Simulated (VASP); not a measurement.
# AgBr (Fm-3m) in VASP: single point with PBE

Aim: the single point of AgBr with PBE.

All numbers are computed with VASP 6.6.1; they aren't measurements. Logs are shortened: lines on timing, memory, paths and dates and some standing lists are left out, and cuts for length are marked.

## Step 1: The cell of the first run

It takes space group Fm-3m (No. 225, cubic). Conventional cell: a = 5.799 Å, b = 5.799 Å, c = 5.799 Å, α = 90.00°, β = 90.00°, γ = 90.00°. Ag (site symmetry m-3m) has 6 Br at 2.90 Å within 3.8 Å. Within 3.8 Å of Br (site symmetry m-3m) lie 6 Ag at 2.90 Å.

## Step 2: Single point, PBE

POSCAR reads:

```
AgBr
1.0
    0.0000000000      2.8997080000      2.8997080000
    2.8997080000      0.0000000000      2.8997080000
    2.8997080000      2.8997080000      0.0000000000
Ag Br
1 1
Direct
    0.5000000000      0.5000000000      0.5000000000
    0.0000000000      0.0000000000      0.0000000000
```

INCAR.step1 reads:

```
ALGO = Normal ; EDIFF = 1E-6
ENCUT = 400 ; GGA = PE
GGA_COMPAT = F ; ISIF = 2
ISMEAR = 1 ; LASPH = T
LCHARG = T ; LMAXMIX = 4
LORBIT = 11 ; LREAL = F
LWAVE = F ; NBANDS = 16
NEDOS = 2001 ; NELM = 120
PREC = Accurate ; SIGMA = 0.0158
```

KPOINTS.step1 reads:

```
k-points
0
Gamma
  8 8 8
```

INCAR.step2 reads:

```
ALGO = Normal ; EDIFF = 1E-6
ENCUT = 400 ; GGA = PE
GGA_COMPAT = F ; ICHARG = 11
ISIF = 2 ; ISMEAR = -5
LASPH = T ; LCHARG = F
LMAXMIX = 4 ; LORBIT = 10
LREAL = F ; LWAVE = F
NEDOS = 2001 ; NELM = 120
PREC = Accurate ; SIGMA = 0.0158
```

KPOINTS.step2 reads:

```
k-points
0
Gamma
  12 12 12
```

Potentials or basis: VASP PAW PBE potentials, release 64 (Ag, Br).

Run with:

```bash
> cat potpaw_PBE.64/Ag/POTCAR potpaw_PBE.64/Br/POTCAR > POTCAR
> cp INCAR.step1 INCAR
> cp KPOINTS.step1 KPOINTS
> mpirun -np 1 vasp_std > vasp.out
> cp INCAR.step2 INCAR
> cp KPOINTS.step2 KPOINTS
> mpirun -np 1 vasp_std > vasp.out
```

OUTCAR:

```text
EDIFF = 1E-6
   ENCUT = 400
   GGA = PE
   ICHARG = 11
   ISIF = 2
   ISMEAR = -5
   LASPH = T
   LORBIT = 10
   LREAL = F
   NELM = 120
   PREC = Accurate

 ion  position               nearest neighbor table
   1  0.500  0.500  0.500-   2 2.90   2 2.90   2 2.90   2 2.90   2 2.90   2 2.90
   2  0.000  0.000  0.000-   1 2.90   1 2.90   1 2.90   1 2.90   1 2.90   1 2.90

  LATTYP: Found a face centered cubic cell.
 ALAT       =     5.7994160000

  Lattice vectors:

 A1 = (   0.0000000000,   2.8997080000,   2.8997080000)
 A2 = (   2.8997080000,   0.0000000000,   2.8997080000)
 A3 = (   2.8997080000,   2.8997080000,   0.0000000000)

Analysis of symmetry for initial positions (statically):
=====================================================================
 Subroutine PRICEL returns:
 Original cell was already a primitive cell.

 Routine SETGRP: Setting up the symmetry group for a
 face centered cubic supercell.

 Subroutine GETGRP returns: Found 48 space group operations
 (whereof 48 operations were pure point group operations)
 out of a pool of 48 trial point group operations.

The static configuration has the point symmetry O_h .

Analysis of symmetry for dynamics (positions and initial velocities):
=====================================================================
 Subroutine PRICEL returns:
 Original cell was already a primitive cell.

 Routine SETGRP: Setting up the symmetry group for a
 face centered cubic supercell.

 Subroutine GETGRP returns: Found 48 space group operations
 (whereof 48 operations were pure point group operations)
 out of a pool of 48 trial point group operations.

The dynamic configuration has the point symmetry O_h .

 Subroutine INISYM returns: Found 48 space group operations
 (whereof 48 operations are pure point group operations),
 and found     1 'primitive' translations

----------------------------------------------------------------------------------------

                                     Primitive cell

  volume of cell :      48.7633

  direct lattice vectors                    reciprocal lattice vectors
     0.000000000  2.899708000  2.899708000    -0.172431155  0.172431155  0.172431155
     2.899708000  0.000000000  2.899708000     0.172431155 -0.172431155  0.172431155
     2.899708000  2.899708000  0.000000000     0.172431155  0.172431155 -0.172431155

  length of vectors
     4.100806381  4.100806381  4.100806381     0.298659522  0.298659522  0.298659522

  position of ions in fractional coordinates (direct lattice)
     0.500000000  0.500000000  0.500000000
     0.000000000  0.000000000  0.000000000

  ion indices of the primitive-cell ions
   primitive index   ion index
                 1           1
                 2           2

----------------------------------------------------------------------------------------

 KPOINTS: k-points

Automatic generation of k-mesh.
 Grid dimensions read from file:
 generate k-points for:   12   12   12

 Generating k-lattice:

  Cartesian coordinates                     Fractional coordinates (reciprocal lattice)
    -0.014369263  0.014369263  0.014369263     0.083333333  0.000000000  0.000000000
     0.014369263 -0.014369263  0.014369263     0.000000000  0.083333333  0.000000000
     0.014369263  0.014369263 -0.014369263     0.000000000  0.000000000  0.083333333

  Length of vectors
     0.024888293  0.024888293  0.024888293

  Shift w.r.t. Gamma in fractional coordinates (k-lattice)
     0.000000000  0.000000000  0.000000000

 TETIRR: Found    247 inequivalent tetrahedra from    10368

 Subroutine IBZKPT returns following result:
 ===========================================

 Found     72 irreducible k-points:

 Following reciprocal coordinates:
            Coordinates               Weight
  0.000000  0.000000  0.000000      1.000000
  0.083333  0.000000  0.000000      8.000000
  0.166667  0.000000  0.000000      8.000000
  0.250000  0.000000  0.000000      8.000000
  0.333333  0.000000  0.000000      8.000000
  0.416667  0.000000  0.000000      8.000000
[... 16 lines left out ...]
  0.500000  0.166667  0.000000     24.000000
 -0.416667  0.166667  0.000000     24.000000
 [... further k-points ...]
   k-points           NKPTS =     72   k-points in BZ     NKDIM =     72   number of bands    NBANDS=     13
   number of dos      NEDOS =   2001   number of ions     NIONS =      2
   total plane-waves  NPLWV =  21952
   dimension x,y,z NGX =    28 NGY =   28 NGZ =   28
   dimension x,y,z NGXF=    56 NGYF=   56 NGZF=   56
   ions per type =               1   1
   NGX,Y,Z   is equivalent  to a cutoff of  11.35, 11.35, 11.35 a.u.
   NGXF,Y,Z  is equivalent  to a cutoff of  22.70, 22.70, 22.70 a.u.
 SYSTEM =  unknown system
   PREC   = accura    normal or accurate (medium, high low for compatibility)
   ISTART =      0    job   : 0-new  1-cont  2-samecut
   ICHARG =     11    charge: 1-file 2-atom 10-const
   ISPIN  =      1    spin polarized calculation?
   LNONCOLLINEAR =      F non collinear calculations
   LSORBIT =      F    spin-orbit coupling
   LASPH  =      T    aspherical Exc in radial PAW
   ENCUT  =  400.0 eV  29.40 Ry    5.42 a.u.   6.69  6.69  6.69*2*pi/ulx,y,z
   NELM   =    120;   NELMIN=  2; NELMDL=  0     # of ELM steps
   EDIFF  = 0.1E-05   stopping-criterion for ELM
   LREAL  =      F    real-space projection
   EDIFFG = 0.1E-04   stopping-criterion for IOM
   NSW    =      0    number of steps for IOM
   IBRION =     -1    ionic relax: 0-MD 1-quasi-New 2-CG
   NFREE  =      0    steps in history (QN), initial steepest desc. (CG)
   ISIF   =      2    stress and relaxation
   ISYM   =      2    0-nonsym 1-usesym 2-fastsym
   POTIM  = 0.5000    time-step for ionic-motion
   TEBEG  =    0.0;   TEEND  =   0.0 temperature during run
   PSTRESS=    0.0 pullay stress
   NELECT =      18.0000    total number of electrons
   NUPDOWN=      -1.0000    fix difference up-down
   EMIN   =  10.00;   EMAX   =-10.00  energy-range for DOS
   EFERMI =   0.00;   METHOD = LEGACY
   ISMEAR =    -5;   SIGMA  =   0.02  broadening in eV -4-tet -1-fermi 0-gaus
   EFERMI_NEDOS =   21; number of points for ismear=-14 and -15
   IALGO  =     38    algorithm
   IMIX   =      4    mixing-type and parameters
     AMIX     =   0.40;   BMIX     =  1.00
     AMIX_MAG =   1.60;   BMIX_MAG =  1.00
  volume/ion in A,a.u.               =      24.38       164.54
  Fermi-wavevector in a.u.,A,eV,Ry     =   1.174360  2.219219 18.764099  1.379122
  Thomas-Fermi vector in A             =   2.310759
   LORBIT       =     10    0 simple, 1 ext, 2 COOP (PROOUT), +10 PAW based schemes
   GGA     = PE    functional components
   LHFCALC =     F    Hartree Fock is set to
   AEXX    =    0.0000 exact exchange contribution
   IVDW    =     0    specifies the selected vdW correction
   LEPSILON=     F    determine dielectric tensor
   LRPA    =     F    only Hartree local field effects (RPA)
 non-spin polarized calculation
 Fermi weights with tetrahedron method with Bloechl corrections
  energy-cutoff  :      400.00
  volume of cell :       48.76
 maximum number of plane-waves:       911

 number of electron      17.9999991 magnetization

 Free energy of the ion-electron system (eV)
  ---------------------------------------------------
  ext. energy  EPLUGINS =         0.00000000
  ---------------------------------------------------
  free energy    TOTEN  =        -4.99700519 eV

  energy without entropy =       -4.99700519  energy(sigma->0) =       -4.99700519

 E-fermi :   3.2535     XC(G=0):  -9.7044

 val. band max:        3.2495548182   @ k =   0.5000   0.0000   0.0000
 cond. band min:       3.9282197183   @ k =   0.0000   0.0000   0.0000
 fundamental gap:      0.6786649001
 Fermi energy:         3.2535381602

 k-point     1 :       0.0000    0.0000    0.0000
  band No.  band energies     occupation
      1     -11.6375      2.00000
      2       0.5795      2.00000
      3       0.5795      2.00000
      4       0.5796      2.00000
      5       0.5796      2.00000
      6       0.5796      2.00000
      7       1.4249      2.00000
      8       1.4249      2.00000
      9       1.4249      2.00000
     10       3.9282      0.00000
     11      13.1709      0.00000
     12      13.1709      0.00000
     13      13.1709      0.00000

 k-point     2 :       0.0833    0.0000    0.0000
  band No.  band energies     occupation
      1     -11.6122      2.00000
      2       0.3747      2.00000
      3       0.3747      2.00000
      4       0.4562      2.00000
      5       0.5977      2.00000
      6       0.5977      2.00000
      7       1.1986      2.00000
      8       1.6586      2.00000
      9       1.6586      2.00000
     10       4.3462      0.00000
     11      12.3978      0.00000
     12      13.0507      0.00000
     13      13.0507      0.00000

 k-point     3 :       0.1667    0.0000    0.0000
  band No.  band energies     occupation
      1     -11.5418      2.00000
      2      -0.0449      2.00000
      3       0.0276      2.00000
      4       0.0276      2.00000
      5       0.6479      2.00000
      6       0.6479      2.00000
      7       1.0266      2.00000
      8       2.0877      2.00000
      9       2.0877      2.00000
     10       5.2068      0.00000
     11      11.3139      0.00000
     12      12.3812      0.00000
     13      12.3812      0.00000

 k-point     4 :       0.2500    0.0000    0.0000
  band No.  band energies     occupation
      1     -11.4422      2.00000
      2      -0.7047      2.00000
      3      -0.2888      2.00000
      4      -0.2888      2.00000
      5       0.7179      2.00000
      6       0.7179      2.00000
      7       1.0391      2.00000
      8       2.5246      2.00000
      9       2.5246      2.00000
     10       6.0935      0.00000
     11      10.4051      0.00000
     12      11.4891      0.00000
     13      11.4891      0.00000

 k-point     5 :       0.3333    0.0000    0.0000
  band No.  band energies     occupation
      1     -11.3382      2.00000
      2      -1.2696      2.00000
      3      -0.5313      2.00000
      4      -0.5313      2.00000
      5       0.7896      2.00000
      6       0.7896      2.00000
      7       1.1032      2.00000
      8       2.8992      2.00000
      9       2.8992      2.00000
     10       6.7469      0.00000
     11       9.8393      0.00000
     12      10.7383      0.00000
     13      10.7383      0.00000
[... 257 lines left out ...]
 k-point    22 :       0.4167    0.1667    0.0000
  band No.  band energies     occupation
      1     -11.2764      2.00000
      2      -1.3058      2.00000
      3      -0.5497      2.00000
      4      -0.3905      2.00000
      5       0.7102      2.00000
      6       0.8656      2.00000
      7       1.1400      2.00000
      8       2.3600      2.00000
      9       2.6014      2.00000
     10       7.1900      0.00000
     11       8.9525      0.00000
     12      10.9371      0.00000
     13      11.4124      0.00000

 k-point    23 :       0.5000    0.1667    0.0000
  band No.  band energies     occupation
      1     -11.2221      2.00000
      2      -1.4658      2.00000
      3      -0.6908      2.00000
      4      -0.5790      2.00000
      5       0.7874      2.00000
      6       0.8823      2.00000
      7       1.1528      2.00000
      8       2.5609      2.00000
      9       2.7257      2.00000
     10       7.4946      0.00000
     11       8.5973      0.00000
     12      10.9385      0.00000
     13      11.0903      0.00000

 k-point    24 :      -0.4167    0.1667    0.0000
  band No.  band energies     occupation
      1     -11.2130      2.00000
      2      -1.5168      2.00000
      3      -0.6771      2.00000
      4      -0.6501      2.00000
      5       0.8368      2.00000
      6       0.8591      2.00000
      7       1.1626      2.00000
      8       2.3579      2.00000
      9       3.0220      2.00000
     10       7.8623      0.00000
     11       8.3540      0.00000
     12      10.6414      0.00000
     13      11.0534      0.00000

 [... further k-points ...]
[... 5 lines left out ...]
  --------------------------------------------------------------------------------------
  -------------------------------------------------------------------------------------
  Total        0.1940040      0.1940040      0.1940040      0.0000000     -0.0000000      0.0000000
  in kB        6.3742402      6.3742402      6.3742402      0.0000000     -0.0000000      0.0000000
  external PRESSURE =       6.3742402 kB  Pullay stress =       0.0000000 kB

 VOLUME and BASIS-vectors are now :
 -----------------------------------------------------------------------------
  energy-cutoff  :      400.00
  volume of cell :       48.76
      direct lattice vectors                 reciprocal lattice vectors
     0.000000000  2.899708000  2.899708000    -0.172431155  0.172431155  0.172431155
     2.899708000  0.000000000  2.899708000     0.172431155 -0.172431155  0.172431155
     2.899708000  2.899708000  0.000000000     0.172431155  0.172431155 -0.172431155

 POSITION                                       TOTAL-FORCE (eV/Angst)
 -----------------------------------------------------------------------------------
      2.89971      2.89971      2.89971         0.000000     -0.000000      0.000000
      0.00000      0.00000      0.00000        -0.000000      0.000000     -0.000000
 -----------------------------------------------------------------------------------
    total drift:                                0.000000      0.000000      0.000000

  FREE ENERGIE OF THE ION-ELECTRON SYSTEM (eV)
  ---------------------------------------------------
  free  energy   TOTEN  =        -4.9970051932 eV

  energy  without entropy=       -4.9970051932  energy(sigma->0) =       -4.99700519

 total charge

# of ion       s       p       d       tot
------------------------------------------
    1        0.219   0.142   9.352   9.713
    2        1.616   3.193   0.024   4.833
--------------------------------------------------
tot          1.835   3.335   9.376  14.546
```

It took 15 s on 1 thread of AMD EPYC 9R45 (Zen 5), shared host; peak memory 0.14 GiB.

What came out:

* Valence electrons inside the program's atomic spheres: Ag 9.71; Br 4.83

Levels at points of the mesh, in eV from the valence-band top:
```tsv
k point	band 6	band 7	band 8	band 9	band 10	band 11	band 12	band 13
(0.00, 0.00, 0.00)	-2.67	-1.82	-1.82	-1.82	0.68	9.92	9.92	9.92
(0.50, 0.00, 0.00)	-2.39	-2.06	0.00	0.00	3.82	6.41	6.82	6.82
(0.50, 0.50, 0.00)	-2.52	-2.29	-2.29	-2.21	1.66	7.11	8.94	10.90
```
